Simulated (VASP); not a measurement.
# Ga2As5 (Pmmm) in VASP: single point with PBE

Aim: the single point of Ga2As5 with PBE.

Program: VASP 6.6.1. These are calculated values, not measurements. Logs are shortened: lines on timing, memory, paths and dates and some standing lists are left out, and cuts for length are marked.

## Step 1: The cell of the first run

The structure is orthorhombic, space group Pmmm (No. 47). Conventional cell: a = 4.798 Å, b = 5.005 Å, c = 8.239 Å, α = 90.00°, β = 90.00°, γ = 90.00°. Ga (site symmetry mmm) has 6 As at 2.40 to 2.77 Å within 3.2 Å. Within 3.2 Å of Ga (site symmetry mmm) lie 6 As at 2.40 to 2.93 Å. As (site symmetry mm2) has 1 As at 2.38 Å and 3 Ga at 2.77 to 2.93 Å within 3.1 Å. As (site symmetry mmm) has 2 Ga at 2.40 Å within 3.2 Å. As (site symmetry mmm) has 2 Ga at 2.50 Å within 3.3 Å. Within 3.2 Å of As (site symmetry mmm) lie 2 Ga at 2.40 Å.

The cell was built from a structure type or drawn by symmetry, and may not be a known phase.

## Step 2: Single point, PBE

The input, INCAR:

```
PREC = Accurate
ENCUT = 500
EDIFF = 1E-6
ISMEAR = 0
SIGMA = 0.2
LREAL = F
LASPH = T
NELM = 120
ALGO = Normal
ISIF = 2
LWAVE = F
LCHARG = F
GGA = PE
NBANDS = 34
GGA_COMPAT = F
```

The input, KPOINTS:

```
Automatic mesh
0
Gamma
  4 3 2
```

The input, POSCAR:

```
Ga2As5
1.0
    5.0048755884      0.0000000000      0.0000000000
    0.0000000000      4.7980116357      0.0000000000
    0.0000000000      0.0000000000      8.2389354826
Ga As
2 5
Direct
    0.5000000000      0.0000000000      0.5000000000
    0.0000000000      0.0000000000      0.0000000000
    0.0000000000      0.0000000000      0.3557159599
    0.0000000000      0.0000000000      0.6442840401
    0.5000000000      0.5000000000      0.5000000000
    0.5000000000      0.0000000000      0.0000000000
    0.0000000000      0.5000000000      0.0000000000
```

Potentials or basis: VASP PAW PBE potentials, release 64 (Ga_d, As).

Started as:

```
cat potpaw_PBE.64/Ga_d/POTCAR potpaw_PBE.64/As/POTCAR > POTCAR
mpirun -np 1 vasp_std > vasp.out
```

OUTCAR:

```text
PREC = Accurate
   ENCUT = 500
   EDIFF = 1E-6
   ISMEAR = 0
   LREAL = F
   LASPH = T
   NELM = 120
   ISIF = 2
   GGA = PE

 ion  position               nearest neighbor table
   1  0.500  0.000  0.500-   5 2.40   5 2.40   3 2.77   4 2.77   3 2.77   4 2.77
   2  0.000  0.000  0.000-   7 2.40   7 2.40   6 2.50   6 2.50
   3  0.000  0.000  0.356-   4 2.38   1 2.77   1 2.77
   4  0.000  0.000  0.644-   3 2.38   1 2.77   1 2.77
   5  0.500  0.500  0.500-   1 2.40   1 2.40
   6  0.500  0.000  0.000-   2 2.50   2 2.50
   7  0.000  0.500  0.000-   2 2.40   2 2.40

  LATTYP: Found a simple orthorhombic cell.
 ALAT       =     4.7980116357
 B/A-ratio  =     1.0431145167
 C/A-ratio  =     1.7171562114

  Lattice vectors:

 A1 = (   0.0000000000,  -4.7980116357,   0.0000000000)
 A2 = (   5.0048755884,   0.0000000000,   0.0000000000)
 A3 = (   0.0000000000,   0.0000000000,   8.2389354826)

Analysis of symmetry for initial positions (statically):
=====================================================================
 Subroutine PRICEL returns:
 Original cell was already a primitive cell.

 Routine SETGRP: Setting up the symmetry group for a
 simple orthorhombic supercell.

 Subroutine GETGRP returns: Found  8 space group operations
 (whereof  8 operations were pure point group operations)
 out of a pool of  8 trial point group operations.

The static configuration has the point symmetry D_2h.

Analysis of symmetry for dynamics (positions and initial velocities):
=====================================================================
 Subroutine PRICEL returns:
 Original cell was already a primitive cell.

 Routine SETGRP: Setting up the symmetry group for a
 simple orthorhombic supercell.

 Subroutine GETGRP returns: Found  8 space group operations
 (whereof  8 operations were pure point group operations)
 out of a pool of  8 trial point group operations.

The dynamic configuration has the point symmetry D_2h.

 Subroutine INISYM returns: Found  8 space group operations
 (whereof  8 operations are pure point group operations),
 and found     1 'primitive' translations

----------------------------------------------------------------------------------------

                                     Primitive cell

  volume of cell :     197.8453

  direct lattice vectors                    reciprocal lattice vectors
     5.004875588  0.000000000  0.000000000     0.199805166  0.000000000  0.000000000
     0.000000000  4.798011636  0.000000000     0.000000000  0.208419670  0.000000000
     0.000000000  0.000000000  8.238935483     0.000000000  0.000000000  0.121374904

  length of vectors
     5.004875588  4.798011636  8.238935483     0.199805166  0.208419670  0.121374904

  position of ions in fractional coordinates (direct lattice)
     0.500000000  0.000000000  0.500000000
     0.000000000  0.000000000  0.000000000
     0.000000000  0.000000000  0.355715960
     0.000000000  0.000000000  0.644284040
     0.500000000  0.500000000  0.500000000
     0.500000000  0.000000000  0.000000000
     0.000000000  0.500000000  0.000000000

  ion indices of the primitive-cell ions
   primitive index   ion index
                 1           1
                 2           2
                 3           3
                 4           4
                 5           5
                 6           6
                 7           7

----------------------------------------------------------------------------------------

 KPOINTS: Automatic mesh

Automatic generation of k-mesh.
 Grid dimensions read from file:
 generate k-points for:    4    3    2

 Generating k-lattice:

  Cartesian coordinates                     Fractional coordinates (reciprocal lattice)
     0.049951292  0.000000000  0.000000000     0.250000000  0.000000000  0.000000000
     0.000000000  0.069473223  0.000000000     0.000000000  0.333333333  0.000000000
     0.000000000  0.000000000  0.060687452     0.000000000  0.000000000  0.500000000

  Length of vectors
     0.049951292  0.069473223  0.060687452

  Shift w.r.t. Gamma in fractional coordinates (k-lattice)
     0.000000000  0.000000000  0.000000000

 Subroutine IBZKPT returns following result:
 ===========================================

 Found     12 irreducible k-points:

 Following reciprocal coordinates:
            Coordinates               Weight
  0.000000  0.000000  0.000000      1.000000
  0.250000  0.000000  0.000000      2.000000
  0.500000  0.000000  0.000000      1.000000
  0.000000  0.333333  0.000000      2.000000
  0.250000  0.333333  0.000000      4.000000
  0.500000  0.333333  0.000000      2.000000
  0.000000  0.000000  0.500000      1.000000
  0.250000  0.000000  0.500000      2.000000
  0.500000  0.000000  0.500000      1.000000
  0.000000  0.333333  0.500000      2.000000
  0.250000  0.333333  0.500000      4.000000
  0.500000  0.333333  0.500000      2.000000
   k-points           NKPTS =     12   k-points in BZ     NKDIM =     12   number of bands    NBANDS=     34
   number of dos      NEDOS =    301   number of ions     NIONS =      7
   total plane-waves  NPLWV =  86400
   dimension x,y,z NGX =    40 NGY =   36 NGZ =   60
   dimension x,y,z NGXF=    80 NGYF=   72 NGZF=  120
   ions per type =               2   5
   NGX,Y,Z   is equivalent  to a cutoff of  13.29, 12.47, 12.11 a.u.
   NGXF,Y,Z  is equivalent  to a cutoff of  26.57, 24.95, 24.21 a.u.
 SYSTEM =  unknown system
   PREC   = accura    normal or accurate (medium, high low for compatibility)
   ISTART =      0    job   : 0-new  1-cont  2-samecut
   ICHARG =      2    charge: 1-file 2-atom 10-const
   ISPIN  =      1    spin polarized calculation?
   LNONCOLLINEAR =      F non collinear calculations
   LSORBIT =      F    spin-orbit coupling
   LASPH  =      T    aspherical Exc in radial PAW
   ENCUT  =  500.0 eV  36.75 Ry    6.06 a.u.   9.13  8.75 15.02*2*pi/ulx,y,z
   NELM   =    120;   NELMIN=  2; NELMDL= -5     # of ELM steps
   EDIFF  = 0.1E-05   stopping-criterion for ELM
   LREAL  =      F    real-space projection
   EDIFFG = 0.1E-04   stopping-criterion for IOM
   NSW    =      0    number of steps for IOM
   IBRION =     -1    ionic relax: 0-MD 1-quasi-New 2-CG
   NFREE  =      0    steps in history (QN), initial steepest desc. (CG)
   ISIF   =      2    stress and relaxation
   ISYM   =      2    0-nonsym 1-usesym 2-fastsym
   POTIM  = 0.5000    time-step for ionic-motion
   TEBEG  =    0.0;   TEEND  =   0.0 temperature during run
   PSTRESS=    0.0 pullay stress
   NELECT =      51.0000    total number of electrons
   NUPDOWN=      -1.0000    fix difference up-down
   EMIN   =  10.00;   EMAX   =-10.00  energy-range for DOS
   EFERMI =   0.00;   METHOD = LEGACY
   ISMEAR =     0;   SIGMA  =   0.20  broadening in eV -4-tet -1-fermi 0-gaus
   EFERMI_NEDOS =   21; number of points for ismear=-14 and -15
   IALGO  =     38    algorithm
   IMIX   =      4    mixing-type and parameters
     AMIX     =   0.40;   BMIX     =  1.00
     AMIX_MAG =   1.60;   BMIX_MAG =  1.00
  volume/ion in A,a.u.               =      28.26       190.73
  Fermi-wavevector in a.u.,A,eV,Ry     =   1.041893  1.968892 14.769674  1.085540
  Thomas-Fermi vector in A             =   2.176534
   LORBIT       =      0    0 simple, 1 ext, 2 COOP (PROOUT), +10 PAW based schemes
   GGA     = PE    functional components
   LHFCALC =     F    Hartree Fock is set to
   AEXX    =    0.0000 exact exchange contribution
   IVDW    =     0    specifies the selected vdW correction
   LEPSILON=     F    determine dielectric tensor
   LRPA    =     F    only Hartree local field effects (RPA)
 non-spin polarized calculation
 Gauss-broadening in eV      SIGMA  =   0.20
  energy-cutoff  :      500.00
  volume of cell :      197.85
 maximum number of plane-waves:      5057
 NGX is ok and might be reduce to    40
   NGX = 19   NGY = 17   NGZ = 31

 number of electron      51.0000010 magnetization

 Free energy of the ion-electron system (eV)
  ---------------------------------------------------
  ext. energy  EPLUGINS =         0.00000000
  ---------------------------------------------------
  free energy    TOTEN  =       -23.87462920 eV

  energy without entropy =      -23.76804824  energy(sigma->0) =      -23.82133872

 E-fermi :   2.1979     XC(G=0):  -8.6841

 val. band max:        2.1887894547   @ k =   0.0000   0.3333   0.0000
 cond. band min:       2.2620665409   @ k =   0.2500   0.0000   0.0000
 fundamental gap:      0.0732770862
 Fermi energy:         2.1979233268

 k-point     1 :       0.0000    0.0000    0.0000
  band No.  band energies     occupation
      1     -12.9876      2.00000
      2     -12.9172      2.00000
      3     -12.8592      2.00000
      4     -12.7726      2.00000
      5     -12.7596      2.00000
      6     -12.7438      2.00000
[... 26 lines left out ...]
     33       6.7790      0.00000
     34       7.1483      0.00000

 k-point     2 :       0.2500    0.0000    0.0000
  band No.  band energies     occupation
      1     -12.9849      2.00000
      2     -12.9115      2.00000
      3     -12.8416      2.00000
      4     -12.7726      2.00000
      5     -12.7452      2.00000
      6     -12.7450      2.00000
[... 26 lines left out ...]
     33       7.1607      0.00000
     34       7.1679      0.00000

 k-point     3 :       0.5000    0.0000    0.0000
  band No.  band energies     occupation
      1     -12.9827      2.00000
      2     -12.9071      2.00000
      3     -12.8235      2.00000
      4     -12.7725      2.00000
      5     -12.7468      2.00000
      6     -12.7463      2.00000
[... 26 lines left out ...]
     33       6.5964      0.00000
     34       6.8573      0.00000

 k-point     4 :       0.0000    0.3333    0.0000
  band No.  band energies     occupation
      1     -12.9398      2.00000
      2     -12.8743      2.00000
      3     -12.8509      2.00000
      4     -12.7770      2.00000
      5     -12.7506      2.00000
      6     -12.7479      2.00000
[... 26 lines left out ...]
     33       6.0332      0.00000
     34       8.1069      0.00000

 k-point     5 :       0.2500    0.3333    0.0000
  band No.  band energies     occupation
      1     -12.9336      2.00000
      2     -12.8605      2.00000
      3     -12.8383      2.00000
      4     -12.7770      2.00000
      5     -12.7498      2.00000
      6     -12.7451      2.00000
[... 26 lines left out ...]
     33       6.3299      0.00000
     34       7.2136      0.00000

 k-point     6 :       0.5000    0.3333    0.0000
  band No.  band energies     occupation
      1     -12.9290      2.00000
      2     -12.8504      2.00000
      3     -12.8231      2.00000
      4     -12.7770      2.00000
      5     -12.7517      2.00000
      6     -12.7462      2.00000
[... 26 lines left out ...]
     33       6.3516      0.00000
     34       6.9219      0.00000

 k-point     7 :       0.0000    0.0000    0.5000
  band No.  band energies     occupation
      1     -12.9875      2.00000
      2     -12.9167      2.00000
      3     -12.8581      2.00000
      4     -12.7726      2.00000
      5     -12.7604      2.00000
      6     -12.7432      2.00000
[... 26 lines left out ...]
     33       6.4059      0.00000
     34       6.7495      0.00000

 k-point     8 :       0.2500    0.0000    0.5000
  band No.  band energies     occupation
      1     -12.9848      2.00000
      2     -12.9113      2.00000
      3     -12.8408      2.00000
      4     -12.7726      2.00000
      5     -12.7450      2.00000
      6     -12.7446      2.00000
[... 26 lines left out ...]
     33       6.7297      0.00000
     34       7.3581      0.00000

 k-point     9 :       0.5000    0.0000    0.5000
  band No.  band energies     occupation
      1     -12.9827      2.00000
      2     -12.9071      2.00000
      3     -12.8235      2.00000
      4     -12.7725      2.00000
      5     -12.7468      2.00000
      6     -12.7463      2.00000
[... 26 lines left out ...]
     33       6.8984      0.00000
     34       6.9516      0.00000

 k-point    10 :       0.0000    0.3333    0.5000
  band No.  band energies     occupation
      1     -12.9396      2.00000
      2     -12.8706      2.00000
      3     -12.8532      2.00000
      4     -12.7770      2.00000
      5     -12.7513      2.00000
      6     -12.7478      2.00000
[... 26 lines left out ...]
     33       6.3957      0.00000
     34       6.6005      0.00000

 k-point    11 :       0.2500    0.3333    0.5000
  band No.  band energies     occupation
      1     -12.9334      2.00000
      2     -12.8592      2.00000
      3     -12.8388      2.00000
      4     -12.7770      2.00000
      5     -12.7498      2.00000
      6     -12.7445      2.00000
[... 26 lines left out ...]
     33       6.2906      0.00000
     34       6.6333      0.00000

 k-point    12 :       0.5000    0.3333    0.5000
  band No.  band energies     occupation
      1     -12.9289      2.00000
      2     -12.8504      2.00000
      3     -12.8230      2.00000
      4     -12.7770      2.00000
      5     -12.7517      2.00000
      6     -12.7462      2.00000
[... 26 lines left out ...]
     33       6.2997      0.00000
     34       6.6777      0.00000

------------------------ aborting loop because EDIFF is reached ----------------------------------------

  FORCE on cell =-STRESS in cart. coord.  units (eV):
  Direction    XX          YY          ZZ          XY          YZ          ZX
  --------------------------------------------------------------------------------------
  -------------------------------------------------------------------------------------
  Total        0.6029556      0.1657737      0.0540944     -0.0000000      0.0000000      0.0000000
  in kB        4.8828145      1.3424571      0.4380637     -0.0000000      0.0000000      0.0000000
  external PRESSURE =       2.2211118 kB  Pullay stress =       0.0000000 kB

 VOLUME and BASIS-vectors are now :
 -----------------------------------------------------------------------------
  energy-cutoff  :      500.00
  volume of cell :      197.85
      direct lattice vectors                 reciprocal lattice vectors
     5.004875588  0.000000000  0.000000000     0.199805166  0.000000000  0.000000000
     0.000000000  4.798011636  0.000000000     0.000000000  0.208419670  0.000000000
     0.000000000  0.000000000  8.238935483     0.000000000  0.000000000  0.121374904

 POSITION                                       TOTAL-FORCE (eV/Angst)
 -----------------------------------------------------------------------------------
      2.50244      0.00000      4.11947         0.000000      0.000000      0.000000
      0.00000      0.00000      0.00000         0.000000      0.000000      0.000000
      0.00000      0.00000      2.93072         0.000000      0.000000     -0.035372
      0.00000      0.00000      5.30821         0.000000      0.000000      0.035372
      2.50244      2.39901      4.11947         0.000000      0.000000      0.000000
      2.50244      0.00000      0.00000         0.000000      0.000000      0.000000
      0.00000      2.39901      0.00000         0.000000      0.000000      0.000000
 -----------------------------------------------------------------------------------
    total drift:                               -0.000000      0.000000      0.000000

  FREE ENERGIE OF THE ION-ELECTRON SYSTEM (eV)
  ---------------------------------------------------
  free  energy   TOTEN  =       -23.8746291958 eV

  energy  without entropy=      -23.7680482417  energy(sigma->0) =      -23.82133872
```

It took 45 s on 1 thread of Intel Xeon 6975P-C (Granite Rapids), shared host; peak memory 0.29 GiB.

What came out:

| Property | Result |
| --- | --- |
| Free energy | -23.8746 eV |
| Pressure | 0.2 GPa |
| Largest force | 0.035 eV/Å |
| Band gap on the k mesh | zero (an odd number of electrons rules out a gap without spin polarisation) |

Forces in eV/Å, atoms in the order of the input:
```
Ga   0.000  0.000  0.000
Ga   0.000  0.000  0.000
As   0.000  0.000 -0.035
As   0.000  0.000  0.035
As   0.000  0.000  0.000
As   0.000  0.000  0.000
As   0.000  0.000  0.000
```

Levels at points of the mesh, in eV from the Fermi level:
```
           k point  band 22  band 23  band 24  band 25  band 26  band 27  band 28  band 29
(0.00, 0.00, 0.00)    -2.17    -1.21    -0.94    -0.39    -0.12     0.36     0.52     0.72
(0.50, 0.00, 0.00)    -1.50    -1.47    -0.91    -0.59    -0.32    -0.12     0.69     1.28
(0.00, 0.00, 0.50)    -2.38    -0.91    -0.50    -0.24     0.16     0.49     0.74     0.82
(0.50, 0.00, 0.50)    -1.66    -1.08    -0.78    -0.52    -0.33     0.17     0.97     1.06
```

Caveat: the k points lie up to 0.44 Å⁻¹ apart, too coarse for converged energies and pressures of a metal.
